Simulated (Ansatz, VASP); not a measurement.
# ScIn2Se2 in VASP and in Ansatz

```
CELL_PARAMETERS angstrom
4.71420 0.00000 0.00000
-2.35710 4.08262 0.00000
0.00000 0.00000 7.47027
ATOMIC_POSITIONS crystal
Sc 0.00000 0.00000 0.00000
In 0.66667 0.33333 0.35713
In 0.33333 0.66667 0.64287
Se 0.66667 0.33333 0.73790
Se 0.33333 0.66667 0.26210
```

Change from the starting cell: species swapped into the TbAl2Si2 type (P-3m1, No. 164).

Alike in both runs: task relaxation of cell and atoms; functional PBE; k mesh 4 × 4 × 2; occupations gaussian, width 0.2 eV; no spin polarisation.

|  | VASP | Ansatz |
| --- | --- | --- |
| version | VASP 6.6.1 | Ansatz 0.2.0 |
| potentials or method | VASP PAW PBE potentials, release 64 (Sc_sv, In_d, Se), cutoff 600 eV | scalar-relativistic, plane waves, PAW |
| valence electrons in the cell | 49 | 69 |

Ansatz gave:

```
gap on the k mesh at the Fermi level, each at its own relaxed structure (eV) : none
relaxed volume (Å³/atom)                                                     : 26.45
relaxed cell length with the largest relative difference (Å)                 : 3.934
```

Q: Estimate VASP's values.

A: gap on the k mesh at the Fermi level, each at its own relaxed structure (eV): none; relaxed volume (Å³/atom): 26.62; relaxed cell length with the largest relative difference (Å): 3.946.

A gap of «none» marks a metal or a gap that the smearing closes. VASP's potentials hold 49 valence electrons a cell and Ansatz's 69, so a difference there can come from the potentials and not from the codes.

The k mesh is coarse, so the values compare programs but aren't converged.
